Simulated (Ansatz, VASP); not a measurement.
# Two plane-wave programs on SnO2

```xyz
6
Lattice="4.7759 0.0000 0.0000 0.0000 4.7759 0.0000 0.0000 0.0000 3.3353" Properties=species:S:1:pos:R:3 pbc="T T T"
Sn    2.3879    2.3879    1.6676
Sn    0.0000    0.0000    0.0000
O     0.9206    3.8553    1.6676
O     3.8553    0.9206    1.6676
O     1.4673    1.4673    0.0000
O     3.3085    3.3085    0.0000
```

Alike in both runs: task single point; functional PBE; k mesh 6 × 6 × 8; occupations gaussian, width 0.02 eV; no spin polarisation.

|  | VASP | Ansatz |
| --- | --- | --- |
| version | VASP 6.6.1 | Ansatz 0.2.0 |
| potentials or method | VASP PAW PBE potentials, release 64 (Sn_d, O), cutoff 520 eV | scalar-relativistic, plane waves, PAW |
| valence electrons in the cell | 52 | 52 |

```csv
,VASP,Ansatz,Ansatz less VASP
gap on the k mesh at the Fermi level (eV),0.45,0.46,+0.011
least direct gap on the mesh (eV),0.45,0.46,+0.011
pressure (GPa),-2.0,-2.6,-0.57
"traceless stress, the component that is largest in VASP (GPa)",-5.00,-5.15,-0.147
```
